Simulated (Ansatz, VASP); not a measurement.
## Ag in VASP and in Ansatz

```
Ag
1.0
     0.00000    2.02721    2.02721
     2.02721    0.00000    2.02721
     2.02721    2.02721    0.00000
Ag
1
Direct
  0.00000 0.00000 0.00000
```

Alike in both runs: functional PBEsol; k mesh 18 × 18 × 18; occupations gaussian, width 0.1 eV; no spin polarisation.

Ansatz relaxed the structure, and its values are those at the end. VASP's run is a single point on that final structure, the one shown.

|  | VASP | Ansatz |
| --- | --- | --- |
| version | VASP 6.6.1 | Ansatz 0.2.0 |
| potentials or method | VASP PAW PBE potentials, release 64 (Ag), cutoff 520 eV | scalar-relativistic, plane waves, PAW |
| valence electrons in the cell | 11 | 19 |

|  | VASP | Ansatz | Ansatz less VASP |
| --- | --- | --- | --- |
| gap on the k mesh at the Fermi level (eV) | none | none | - |
| pressure (GPa) | -0.2 | 0.0 | +0.23 |

VASP's potentials were made for PBE, not for PBEsol. A gap of «none» marks a metal or a gap that the smearing closes. With one functional, cell and mesh, what is left measures potentials, basis and numerics. VASP's potentials hold 11 valence electrons a cell and Ansatz's 19, so a difference there can come from the potentials and not from the codes.
